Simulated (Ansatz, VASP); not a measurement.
TiB2 in VASP and in Ansatz

```
Ti B
1.0
     3.00887    0.00000    0.00000
    -1.50443    2.60576    0.00000
     0.00000    0.00000    3.20673
Ti B
1 2
Direct
  0.00000 0.00000 0.00000
  0.33333 0.66667 0.50000
  0.66667 0.33333 0.50000
```

Change from the starting cell: volume scaled by 0.98, crystal datasets.

Alike in both runs: task electric field gradients; functional PBEsol; k mesh 14 × 14 × 11; occupations fermi-dirac, width 0.03 eV; no spin polarisation.

|  | VASP | Ansatz |
| --- | --- | --- |
| version | VASP 6.6.1 | Ansatz 0.2.0 |
| potentials or method | VASP PAW PBE potentials, release 64 (Ti_sv, B), cutoff 520 eV | all-electron PAW with datasets made for the crystal, scalar-relativistic |

```tsv
	VASP	Ansatz	Ansatz less VASP
pressure (GPa)	0.4	0.0	-0.39
traceless stress, the component that is largest in VASP (GPa)	-2.80	-2.68	+0.120
size of Vzz on the site where it differs most (V/Å²)	18.8	21.8	+2.93
```

VASP's potentials were made for PBE, not for PBEsol. Ansatz ran all-electron here, and VASP with PAW potentials.
